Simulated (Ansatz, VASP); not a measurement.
**Two plane-wave programs on CdHg3Se4**

File INCAR:

```
SYSTEM = CdHg3Se4
PREC = Accurate
ENCUT = 520
EDIFF = 1E-6
ISMEAR = 0
SIGMA = 0.1
LREAL = .False.
LASPH = .True.
NELM = 100
ALGO = Fast
ISIF = 2
LWAVE = .False.
LCHARG = .True.
GGA = PE
LELF = .True.
LVHAR = .True.
NBANDS = 46
```

The input KPOINTS:

```
regular mesh
0
Gamma
  8 8 4
  0 0 0
```

The input POSCAR:

```
CdHg3Se4
1.0
    4.4198559504      0.0000000000      0.0000000000
    0.0000000000      4.4198559504      0.0000000000
    0.0000000000      0.0000000000     12.4648034389
Cd Hg Se
1 3 4
Direct
    0.0000000000      0.0000000000      0.0000000000
    0.5000000000      0.5000000000      0.7514151957
    0.0000000000      0.0000000000      0.5000000000
    0.5000000000      0.5000000000      0.2485848043
    0.5000000000      0.0000000000      0.8773528895
    0.0000000000      0.5000000000      0.6257109190
    0.5000000000      0.0000000000      0.3742890810
    0.0000000000      0.5000000000      0.1226471105
```

Input for Ansatz:

```yaml
crystal:
  lattice:
    - [4.4198559504, 0.0, 0.0]
    - [0.0, 4.4198559504, 0.0]
    - [0.0, 0.0, 12.4648034389]
  atoms:
    - { symbol: Cd, position: [0.0, 0.0, 0.0] }
    - { symbol: Hg, position: [0.5, 0.5, 0.7514151957] }
    - { symbol: Hg, position: [0.0, 0.0, 0.5] }
    - { symbol: Hg, position: [0.5, 0.5, 0.2485848043] }
    - { symbol: Se, position: [0.5, 0.0, 0.8773528895] }
    - { symbol: Se, position: [0.0, 0.5, 0.625710919] }
    - { symbol: Se, position: [0.5, 0.0, 0.374289081] }
    - { symbol: Se, position: [0.0, 0.5, 0.1226471105] }
basis:
  ecutwfc: 420
kpoints:
  mp_grid: { grid: [8, 8, 4] }
  band_path:
    path:
      - [[0.0, 0.0, 0.0], [0.0, 0.5, 0.0], [0.5, 0.5, 0.0], [0.0, 0.0, 0.0], [0.0, 0.0, 0.5], [0.0, 0.5, 0.5], [0.5, 0.5, 0.5], [0.0, 0.0, 0.5]]
      - [[0.0, 0.5, 0.0], [0.0, 0.5, 0.5]]
      - [[0.5, 0.5, 0.0], [0.5, 0.5, 0.5]]
    npoints: 14
hamiltonian:
  xc: pbe
scf:
  occupations: { method: gaussian, width: 0.1 }
  n_extra_bands: 20
output:
  forces: true
  stress: true
  eigenvalues: true
  populations: true
  dos: { projected: true, de: 0.02, nscf_kmesh: { grid: [10, 10, 5] } }
  bader: true
  write_density: true
  write_potential: true
  elf: true
  volumetric_format: npy
```

Alike in both runs: task single point; functional PBE; k mesh 8 × 8 × 4; occupations gaussian, width 0.1 eV; no spin polarisation.

```csv
,VASP,Ansatz
version,VASP 6.6.1,Ansatz 0.2.0
potentials or method,"VASP PAW PBE potentials, release 64 (Cd, Hg, Se), cutoff 520 eV","scalar-relativistic, plane waves, PAW"
valence electrons in the cell,72,144
```

|  | VASP | Ansatz | Ansatz less VASP |
| --- | --- | --- | --- |
| gap on the k mesh at the Fermi level (eV) | none | none | - |
| pressure (GPa) | 0.2 | 0.0 | -0.21 |

A gap of «none» marks a metal or a gap that the smearing closes. The functional is the same, so the differences come from potentials, cutoffs and numerics. VASP's potentials hold 72 valence electrons a cell and Ansatz's 144, so a difference there can come from the potentials and not from the codes.

Neither program's run includes spin-orbit coupling.
